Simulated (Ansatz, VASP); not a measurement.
CdTe: VASP beside Ansatz

```
Cd Te
1.0
     0.00000    3.27790    3.37623
     3.27790    0.00000    3.37623
     3.27790    3.27790    0.00000
Cd Te
1 1
Direct
  0.00000 0.00000 0.00000
  0.75000 0.75000 0.75000
```

Change from the starting cell: strain +0.000 along x and y, +0.030 along z, atoms carried along.

Alike in both runs: task single point; functional r2SCAN; k mesh 8 × 8 × 8; occupations gaussian, width 0.05 eV; no spin polarisation.

|  | VASP | Ansatz |
| --- | --- | --- |
| version | VASP 6.6.1 | Ansatz 0.2.0 |
| potentials or method | VASP PAW PBE potentials, release 64 (Cd, Te), cutoff 520 eV | scalar-relativistic, plane waves, PAW |
| valence electrons in the cell | 18 | 36 |

Ansatz gave:

- gap on the k mesh at the Fermi level (eV): 1.04
- least direct gap on the mesh (eV): 1.04
- pressure (GPa): -1.1
- traceless stress, the component that is largest in VASP (GPa): -0.37

Question: Estimate VASP's values.

Answer: gap on the k mesh at the Fermi level (eV): 1.03; least direct gap on the mesh (eV): 1.03; pressure (GPa): -1.0; traceless stress, the component that is largest in VASP (GPa): -0.37.

VASP's potentials were made for PBE, not for r2SCAN. The functional is the same, so the differences come from potentials, cutoffs and numerics. VASP's potentials hold 18 valence electrons a cell and Ansatz's 36, so a difference there can come from the potentials and not from the codes.

Neither program's run includes spin-orbit coupling.
